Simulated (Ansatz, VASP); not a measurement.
# Sn3PbS4: VASP beside Ansatz

```
Sn Pb S
1.0
     5.89457    0.00000    0.00000
     0.00000    5.89457    0.00000
     0.00000    0.00000    5.89457
Sn Pb S
3 1 4
Direct
  0.00000 0.50000 0.50000
  0.50000 0.50000 0.00000
  0.50000 0.00000 0.50000
  0.00000 0.00000 0.00000
  0.50000 0.00000 0.00000
  0.00000 0.00000 0.50000
  0.50000 0.50000 0.50000
  0.00000 0.50000 0.00000
```

Alike in both runs: functional PBE; k mesh 6 × 6 × 6; occupations gaussian, width 0.1 eV; no spin polarisation.

Ansatz relaxed the structure, and its values are those at the end. VASP's run is a single point on that final structure, the one shown.

|  | VASP | Ansatz |
| --- | --- | --- |
| version | VASP 6.6.1 | Ansatz 0.2.0 |
| potentials or method | VASP PAW PBE potentials, release 64 (Sn_d, Pb_d, S), cutoff 520 eV | scalar-relativistic, plane waves, PAW |
| valence electrons in the cell | 80 | 80 |

```tsv
	VASP	Ansatz	Ansatz less VASP
gap on the k mesh at the Fermi level (eV)	none	none	-
pressure (GPa)	-0.1	0.0	+0.07
```

A gap of «none» marks a metal or a gap that the smearing closes. The functional is the same, so the differences come from potentials, cutoffs and numerics.

Neither program's run includes spin-orbit coupling.
